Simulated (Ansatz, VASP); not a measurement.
One calculation of Os, two programs

```xyz
2
Lattice="2.7544 0.0000 0.0000 -1.3772 2.3854 0.0000 0.0000 0.0000 4.3457" Properties=species:S:1:pos:R:3 pbc="T T T"
Os    1.3772    0.7951    1.0864
Os    0.0000    1.5903    3.2593
```

Alike in both runs: functional PBE; k mesh 24 × 24 × 14; occupations gaussian, width 0.1 eV; no spin polarisation.

Ansatz relaxed the structure, and its values are those at the end. VASP's run is a single point on that final structure, the one shown.

```csv
,VASP,Ansatz
version,VASP 6.6.1,Ansatz 0.2.0
potentials or method,"VASP PAW PBE potentials, release 64 (Os), cutoff 520 eV","scalar-relativistic, plane waves, PAW"
valence electrons in the cell,16,32
```

|  | VASP | Ansatz | Ansatz less VASP |
| --- | --- | --- | --- |
| gap on the k mesh at the Fermi level (eV) | none | none | - |
| pressure (GPa) | -0.2 | 0.0 | +0.16 |

A gap of «none» marks a metal or a gap that the smearing closes. With one functional, cell and mesh, what is left measures potentials, basis and numerics. VASP's potentials hold 16 valence electrons a cell and Ansatz's 32, so a difference there can come from the potentials and not from the codes.

Neither program's run includes spin-orbit coupling.
